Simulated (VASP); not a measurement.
A run of VASP 6.6.1 is set up as follows.

The input INCAR:

```
SYSTEM = NaF
  PREC = Accurate
  ENCUT = 520
  EDIFF = 1E-6
  ISMEAR = 0
  SIGMA = 0.02
  LREAL = .False.
  LASPH = .True.
  NELM = 80
  ALGO = Normal
  ISIF = 2
  LWAVE = .False.
  LCHARG = .True.
  LELF = .True.
  LVHAR = .True.
  NBANDS = 14
```

The input KPOINTS:

```
Automatic mesh
0
Gamma
  10 10 10
  0 0 0
```

The input POSCAR:

```
NaF
1.0
    0.0000000000      2.2518000710      2.2518000710
    2.2518000710      0.0000000000      2.2518000710
    2.2518000710      2.2518000710      0.0000000000
Na F
1 1
Direct
    0.0000000000      0.0000000000      0.0000000000
    0.5000000000      0.5000000000      0.5000000000
```

Potentials or basis: VASP PAW LDA potentials, release 64 (Na_pv, F).

The run is started by

```bash
$ cat potpaw_LDA.64/Na_pv/POTCAR potpaw_LDA.64/F/POTCAR > POTCAR
$ mpirun -np 1 vasp_std > vasp.out
```

Question: What does it give for the band gap on the k mesh?

Answer: 6.43 eV, direct.

Question: Estimate the pressure.

Answer: -0.1 GPa.

A k mesh can miss the band edges. As with any semilocal functional, this LDA gap is likely too small.
